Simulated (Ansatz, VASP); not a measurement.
## ZrSe2: VASP beside Ansatz

INCAR

```
SYSTEM = ZrSe2
PREC     = Accurate       ! precision mode
ENCUT    = 500            ! plane-wave cutoff, eV
EDIFF    = 1E-6           ! SCF threshold, eV
ISMEAR   = -1             ! smearing method
SIGMA    = 0.08           ! smearing width, eV
LREAL    = .False.        ! projectors in reciprocal space
LASPH    = .True.         ! aspherical terms in the spheres
NELM     = 120            ! most SCF steps
ALGO     = Normal         ! electronic algorithm
ISIF     = 2              ! what is computed and relaxed
LWAVE    = .False.        ! write WAVECAR
LCHARG   = .False.        ! write CHGCAR
NBANDS   = 19             ! bands
GGA_COMPAT= .False.
```

KPOINTS

```
regular mesh
0
Gamma
  10 10 6
  0 0 0
```

File POSCAR:

```
ZrSe2
1.0
    3.6915136371      0.0000000000      0.0000000000
   -1.8457568185      3.1969445881      0.0000000000
    0.0000000000      0.0000000000      5.9492966617
Zr Se
1 2
Direct
    0.0000000000      0.0000000000      0.0000000000
    0.3333333333      0.6666666667      0.2664842362
    0.6666666667      0.3333333333      0.7335157638
```

Input for Ansatz:

```yaml
crystal:
  lattice:
    - [3.69151363707, 0.0, 0.0]
    - [-1.84575681854, 3.19694458811, 0.0]
    - [0.0, 0.0, 5.94929666169]
  atoms:
    - { symbol: Zr, position: [0.0, 0.0, 0.0] }
    - { symbol: Se, position: [0.333333333333, 0.666666666667, 0.266484236159] }
    - { symbol: Se, position: [0.666666666667, 0.333333333333, 0.733515763841] }
kpoints:
  mp_grid: { grid: [10, 10, 6] }
scf:
  occupations: { method: fermi_dirac, width: 0.08 }
hamiltonian:
  xc: lda
  pseudopotentials: { kind: paw }
output:
  forces: true
  stress: true
  eigenvalues: true
  eigenstates:
    nscf_kmesh: { grid: [14, 14, 8] }
    de_dk: true
    e_range: [-14, 14]
  optics:
    e_range: [0, 25]
    de: 0.2
    sigma: 0.2
    bands: { spectra_wanted_up_to: 25 }
    nscf_kmesh: { grid: [14, 14, 8] }
    drude_damping: 0.03
checkpoint:
  write: ck
  write_wavefunctions: false
```

Alike in both runs: task single point; functional LDA; k mesh 10 × 10 × 6; occupations fermi-dirac, width 0.08 eV; no spin polarisation.

|  | VASP | Ansatz |
| --- | --- | --- |
| version | VASP 6.6.1 | Ansatz 0.2.0 |
| potentials or method | VASP PAW LDA potentials, release 64 (Zr_sv, Se) | PAW with Ansatz's default frozen-core files, scalar-relativistic |
| plane-wave cutoff (eV) | 500 | 420 |
| valence electrons in the cell | 24 | 44 |

```tsv
	VASP	Ansatz	Ansatz less VASP
pressure (GPa)	0.2	0.0	-0.24
rms of the force components (eV/Å)	0.019	0.000	-0.0189
```

LDA's correlation is that of Perdew and Zunger in VASP and of Perdew and Wang (1992) in Ansatz. Atom by atom the forces differ by 0.019 eV/Å (rms over components). VASP's potentials hold 24 valence electrons a cell and Ansatz's 44, so a difference there can come from the potentials and not from the codes. Ansatz's warnings: optics on partly filled bands.
